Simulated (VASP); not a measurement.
# SrO in VASP: further runs

SrO is run at these levels: PBE, r2SCAN; tasks: single point.

Everything below comes from runs of VASP 6.6.1. Logs are shortened: lines on timing, memory, paths and dates and some standing lists are left out, and cuts for length are marked.

### Step 1. The cell of the first run

The structure is cubic, space group F-43m (No. 216). The conventional cell has a = 5.585 Å, b = 5.585 Å, c = 5.585 Å, α = 90.00°, β = 90.00°, γ = 90.00°. Sr (site symmetry -43m) has 4 O at 2.42 Å within 3.2 Å. Within 3.2 Å of O (site symmetry -43m) lie 4 Sr at 2.42 Å.

### Step 2. Single point, PBE

File INCAR:

```
SYSTEM = SrO
ALGO = Normal ; EDIFF = 1E-6
ENCUT = 520 ; GGA = PE
ISIF = 2 ; ISMEAR = -1
LASPH = .TRUE. ; LCHARG = .FALSE.
LREAL = .FALSE. ; LWAVE = .FALSE.
NBANDS = 15 ; NELM = 100
PREC = Accurate ; SIGMA = 0.02
```

File KPOINTS:

```
k-points
0
G
  8 8 8
  0 0 0
```

File POSCAR:

```
SrO
1.0
    0.0000000000      2.7922810265      2.7922810265
    2.7922810265      0.0000000000      2.7922810265
    2.7922810265      2.7922810265      0.0000000000
Sr O
1 1
Direct
    0.0000000000      0.0000000000      0.0000000000
    0.2500000000      0.2500000000      0.2500000000
```

Potentials or basis: VASP PAW PBE potentials, release 64 (Sr_sv, O).

Command:

```console
> cat potpaw_PBE.64/Sr_sv/POTCAR potpaw_PBE.64/O/POTCAR > POTCAR
> mpirun -np 1 vasp_std > vasp.out
```

OUTCAR:

```text
SYSTEM = SrO
   EDIFF = 1E-6
   ENCUT = 520
   GGA = PE
   ISIF = 2
   ISMEAR = -1
   LASPH = .TRUE.
   LREAL = .FALSE.
   NELM = 100
   PREC = Accurate

 ion  position               nearest neighbor table
   1  0.000  0.000  0.000-   2 2.42   2 2.42   2 2.42   2 2.42
   2  0.250  0.250  0.250-   1 2.42   1 2.42   1 2.42   1 2.42

  LATTYP: Found a face centered cubic cell.
 ALAT       =     5.5845620530

  Lattice vectors:

 A1 = (   0.0000000000,   2.7922810265,   2.7922810265)
 A2 = (   2.7922810265,   0.0000000000,   2.7922810265)
 A3 = (   2.7922810265,   2.7922810265,   0.0000000000)

Analysis of symmetry for initial positions (statically):
=====================================================================
 Subroutine PRICEL returns:
 Original cell was already a primitive cell.

 Routine SETGRP: Setting up the symmetry group for a
 face centered cubic supercell.

 Subroutine GETGRP returns: Found 24 space group operations
 (whereof 24 operations were pure point group operations)
 out of a pool of 48 trial point group operations.

The static configuration has the point symmetry T_d .

Analysis of symmetry for dynamics (positions and initial velocities):
=====================================================================
 Subroutine PRICEL returns:
 Original cell was already a primitive cell.

 Routine SETGRP: Setting up the symmetry group for a
 face centered cubic supercell.

 Subroutine GETGRP returns: Found 24 space group operations
 (whereof 24 operations were pure point group operations)
 out of a pool of 48 trial point group operations.

The dynamic configuration has the point symmetry T_d .

 Subroutine INISYM returns: Found 24 space group operations
 (whereof 24 operations are pure point group operations),
 and found     1 'primitive' translations

----------------------------------------------------------------------------------------

                                     Primitive cell

  volume of cell :      43.5419

  direct lattice vectors                    reciprocal lattice vectors
     0.000000000  2.792281026  2.792281026    -0.179065071  0.179065071  0.179065071
     2.792281026  0.000000000  2.792281026     0.179065071 -0.179065071  0.179065071
     2.792281026  2.792281026  0.000000000     0.179065071  0.179065071 -0.179065071

  length of vectors
     3.948881698  3.948881698  3.948881698     0.310149801  0.310149801  0.310149801

  position of ions in fractional coordinates (direct lattice)
     0.000000000  0.000000000  0.000000000
     0.250000000  0.250000000  0.250000000

  ion indices of the primitive-cell ions
   primitive index   ion index
                 1           1
                 2           2

----------------------------------------------------------------------------------------

 KPOINTS: k-points

Automatic generation of k-mesh.
 Grid dimensions read from file:
 generate k-points for:    8    8    8

 Generating k-lattice:

  Cartesian coordinates                     Fractional coordinates (reciprocal lattice)
    -0.022383134  0.022383134  0.022383134     0.125000000  0.000000000  0.000000000
     0.022383134 -0.022383134  0.022383134     0.000000000  0.125000000  0.000000000
     0.022383134  0.022383134 -0.022383134     0.000000000  0.000000000  0.125000000

  Length of vectors
     0.038768725  0.038768725  0.038768725

  Shift w.r.t. Gamma in fractional coordinates (k-lattice)
     0.000000000  0.000000000  0.000000000

 Subroutine IBZKPT returns following result:
 ===========================================

 Found     29 irreducible k-points:

 Following reciprocal coordinates:
            Coordinates               Weight
  0.000000  0.000000  0.000000      1.000000
  0.125000  0.000000  0.000000      8.000000
  0.250000  0.000000  0.000000      8.000000
  0.375000  0.000000  0.000000      8.000000
  0.500000  0.000000  0.000000      4.000000
  0.125000  0.125000  0.000000      6.000000
[... 16 lines left out ...]
  0.500000  0.250000  0.125000     48.000000
 -0.375000  0.250000  0.125000     24.000000
 [... further k-points ...]
   k-points           NKPTS =     29   k-points in BZ     NKDIM =     29   number of bands    NBANDS=     15
   number of dos      NEDOS =    301   number of ions     NIONS =      2
   total plane-waves  NPLWV =  27000
   dimension x,y,z NGX =    30 NGY =   30 NGZ =   30
   dimension x,y,z NGXF=    60 NGYF=   60 NGZF=   60
   ions per type =               1   1
   NGX,Y,Z   is equivalent  to a cutoff of  12.63, 12.63, 12.63 a.u.
   NGXF,Y,Z  is equivalent  to a cutoff of  25.26, 25.26, 25.26 a.u.
 SYSTEM =  SrO
   PREC   = accura    normal or accurate (medium, high low for compatibility)
   ISTART =      0    job   : 0-new  1-cont  2-samecut
   ICHARG =      2    charge: 1-file 2-atom 10-const
   ISPIN  =      1    spin polarized calculation?
   LNONCOLLINEAR =      F non collinear calculations
   LSORBIT =      F    spin-orbit coupling
   LASPH  =      T    aspherical Exc in radial PAW
   ENCUT  =  520.0 eV  38.22 Ry    6.18 a.u.   7.34  7.34  7.34*2*pi/ulx,y,z
   NELM   =    100;   NELMIN=  2; NELMDL= -5     # of ELM steps
   EDIFF  = 0.1E-05   stopping-criterion for ELM
   LREAL  =      F    real-space projection
[... 7 lines left out ...]
   TEBEG  =    0.0;   TEEND  =   0.0 temperature during run
   PSTRESS=    0.0 pullay stress
   NELECT =      16.0000    total number of electrons
   NUPDOWN=      -1.0000    fix difference up-down
   EMIN   =  10.00;   EMAX   =-10.00  energy-range for DOS
   EFERMI =   0.00;   METHOD = LEGACY
   ISMEAR =    -1;   SIGMA  =   0.02  broadening in eV -4-tet -1-fermi 0-gaus
   EFERMI_NEDOS =   21; number of points for ismear=-14 and -15
   IALGO  =     38    algorithm
   IMIX   =      4    mixing-type and parameters
     AMIX     =   0.40;   BMIX     =  1.00
     AMIX_MAG =   1.60;   BMIX_MAG =  1.00
  volume/ion in A,a.u.               =      21.77       146.92
  Fermi-wavevector in a.u.,A,eV,Ry     =   1.172589  2.215871 18.707524  1.374964
  Thomas-Fermi vector in A             =   2.309015
   LORBIT       =      0    0 simple, 1 ext, 2 COOP (PROOUT), +10 PAW based schemes
   GGA     = PE    functional components
   LHFCALC =     F    Hartree Fock is set to
   AEXX    =    0.0000 exact exchange contribution
   IVDW    =     0    specifies the selected vdW correction
   LEPSILON=     F    determine dielectric tensor
   LRPA    =     F    only Hartree local field effects (RPA)
 non-spin polarized calculation
  energy-cutoff  :      520.00
  volume of cell :       43.54
 maximum number of plane-waves:      1211
 NGX is ok and might be reduce to    30
   NGX = 15   NGY = 15   NGZ = 15

 number of electron      16.0000001 magnetization

 Free energy of the ion-electron system (eV)
  ---------------------------------------------------
  ext. energy  EPLUGINS =         0.00000000
  ---------------------------------------------------
  free energy    TOTEN  =       -11.76136049 eV

  energy without entropy =      -11.76136049  energy(sigma->0) =      -11.76136049

 E-fermi :   0.7849     XC(G=0):  -8.6246

 val. band max:        0.2868405245   @ k =  -0.2500   0.5000   0.2500
 cond. band min:       2.8112886130   @ k =   0.0000   0.0000   0.0000
 fundamental gap:      2.5244480885
 Fermi energy:         0.7848791641

 k-point     1 :       0.0000    0.0000    0.0000
  band No.  band energies     occupation
      1     -31.9264      2.00000
      2     -14.4903      2.00000
      3     -13.8157      2.00000
      4     -13.8157      2.00000
      5     -13.8157      2.00000
      6      -0.5601      2.00000
      7      -0.5601      2.00000
      8      -0.5601      2.00000
      9       2.8113      0.00000
     10       8.3326      0.00000
     11       8.3326      0.00000
     12       9.6653      0.00000
     13       9.6653      0.00000
     14       9.6653      0.00000
     15      15.4198      0.00000

 k-point     2 :       0.1250    0.0000    0.0000
  band No.  band energies     occupation
      1     -31.9176      2.00000
      2     -14.8446      2.00000
      3     -13.8286      2.00000
      4     -13.8286      2.00000
      5     -13.4951      2.00000
      6      -0.6602      2.00000
      7      -0.5074      2.00000
      8      -0.5074      2.00000
      9       3.3237      0.00000
     10       8.0222      0.00000
     11       8.0222      0.00000
     12       9.3257      0.00000
     13      10.0350      0.00000
     14      10.0350      0.00000
     15      13.9219      0.00000

 k-point     3 :       0.2500    0.0000    0.0000
  band No.  band energies     occupation
      1     -31.8962      2.00000
      2     -15.3303      2.00000
      3     -13.8595      2.00000
      4     -13.8595      2.00000
      5     -13.0985      2.00000
      6      -0.7027      2.00000
      7      -0.3888      2.00000
      8      -0.3888      2.00000
      9       4.3883      0.00000
     10       7.7342      0.00000
     11       7.7342      0.00000
     12       8.6383      0.00000
     13      10.3937      0.00000
     14      10.3937      0.00000
     15      12.4753      0.00000
[... 343 lines left out ...]
 k-point    23 :       0.5000    0.2500    0.1250
  band No.  band energies     occupation
      1     -31.8629      2.00000
      2     -15.7670      2.00000
      3     -14.0814      2.00000
      4     -13.9378      2.00000
      5     -12.5974      2.00000
      6      -0.6315      2.00000
      7      -0.2287      2.00000
      8      -0.0507      2.00000
      9       5.2924      0.00000
     10       6.4047      0.00000
     11       8.2175      0.00000
     12       9.0758      0.00000
     13      10.4492      0.00000
     14      10.9979      0.00000
     15      12.6233      0.00000

 k-point    24 :      -0.3750    0.2500    0.1250
  band No.  band energies     occupation
      1     -31.8557      2.00000
      2     -15.8465      2.00000
      3     -14.1165      2.00000
      4     -13.9551      2.00000
      5     -12.5191      2.00000
      6      -0.4110      2.00000
      7      -0.3339      2.00000
      8       0.0097      2.00000
      9       5.2117      0.00000
     10       6.5043      0.00000
     11       8.1026      0.00000
     12       9.2434      0.00000
     13      10.3651      0.00000
     14      11.1930      0.00000
     15      12.6251      0.00000

 [... further k-points ...]
[... 5 lines left out ...]
  --------------------------------------------------------------------------------------
  -------------------------------------------------------------------------------------
  Total        0.3898965      0.3898965      0.3898965      0.0000000     -0.0000000     -0.0000000
  in kB       14.3467186     14.3467186     14.3467186      0.0000000     -0.0000000     -0.0000000
  external PRESSURE =      14.3467186 kB  Pullay stress =       0.0000000 kB

 VOLUME and BASIS-vectors are now :
 -----------------------------------------------------------------------------
  energy-cutoff  :      520.00
  volume of cell :       43.54
      direct lattice vectors                 reciprocal lattice vectors
     0.000000000  2.792281026  2.792281026    -0.179065071  0.179065071  0.179065071
     2.792281026  0.000000000  2.792281026     0.179065071 -0.179065071  0.179065071
     2.792281026  2.792281026  0.000000000     0.179065071  0.179065071 -0.179065071

 POSITION                                       TOTAL-FORCE (eV/Angst)
 -----------------------------------------------------------------------------------
      0.00000      0.00000      0.00000        -0.000000     -0.000000     -0.000000
      1.39614      1.39614      1.39614         0.000000      0.000000      0.000000
 -----------------------------------------------------------------------------------
    total drift:                               -0.000000     -0.000000     -0.000000

  FREE ENERGIE OF THE ION-ELECTRON SYSTEM (eV)
  ---------------------------------------------------
  free  energy   TOTEN  =       -11.7613604918 eV

  energy  without entropy=      -11.7613604918  energy(sigma->0) =      -11.76136049
```

It took 29 s on 1 thread of Intel Xeon Platinum 8259CL at 2.50GHz (Skylake/Cascade Lake), shared host; peak memory 0.17 GiB.

What came out:

```yaml
Free_energy: -11.7614 eV
Pressure: 1.4 GPa
Band_gap_on_the_k_mesh: 2.52 eV, indirect (least direct gap 3.37 eV)
```

A k mesh can miss the band edges. A hybrid or GW would open this gap; PBE tends to underestimate it.

### Step 3. Single point, r2SCAN

POSCAR is that of step 2.

File INCAR.step1:

```
PREC = Accurate
ENCUT = 520
ISMEAR = 0
SIGMA = 0.01
LREAL = F
LASPH = T
NELM = 60
NBANDS = 15
GGA = PE
ALGO = Normal
EDIFF = 1E-4
LWAVE = T
LCHARG = F
```

File INCAR.step2:

```
PREC = Accurate
ENCUT = 520
EDIFF = 1E-7
ISMEAR = 0
SIGMA = 0.01
LREAL = F
LASPH = T
NELM = 60
ALGO = Normal
ISIF = 2
LWAVE = F
LCHARG = F
METAGGA = R2SCAN
LMIXTAU = T
NBANDS = 15
ISTART = 1
```

File KPOINTS:

```
regular mesh
0
Gamma
  8 8 8
```

Potentials or basis: VASP PAW PBE potentials, release 64 (Sr_sv, O).

Command:

```console
> cat potpaw_PBE.64/Sr_sv/POTCAR potpaw_PBE.64/O/POTCAR > POTCAR
> cp INCAR.step1 INCAR
> mpirun -np 1 vasp_std > vasp.out
> cp INCAR.step2 INCAR
> mpirun -np 1 vasp_std > vasp.out
```

It took 2.5 min on 1 thread of Intel Xeon Platinum 8259CL at 2.50GHz (Skylake/Cascade Lake), shared host; peak memory 0.17 GiB.

Results (log left out):

| Quantity | Value |
| --- | --- |
| Free energy | -26.6318 eV |
| Pressure | 0.5 GPa |
| Band gap on the k mesh | 2.90 eV, indirect (least direct gap 3.75 eV) |

Levels at points of the mesh, in eV from the valence-band top:
```csv
k point,band 5,band 6,band 7,band 8,band 9,band 10,band 11,band 12
"(0.00, 0.00, 0.00)",-14.56,-0.85,-0.85,-0.85,2.90,8.68,8.68,9.99
"(0.50, 0.00, 0.00)",-13.69,-0.70,-0.53,-0.53,5.64,7.64,8.19,8.19
"(0.50, 0.50, 0.00)",-13.36,-1.40,-0.01,-0.01,4.91,6.22,10.31,10.60
```

Caveat: the PAW data sets were made with another functional, which shifts forces and pressure a little. r2SCAN opens gaps a little over a GGA but as a rule still falls short of measured ones.

(Part 1 of 2 ends here.)
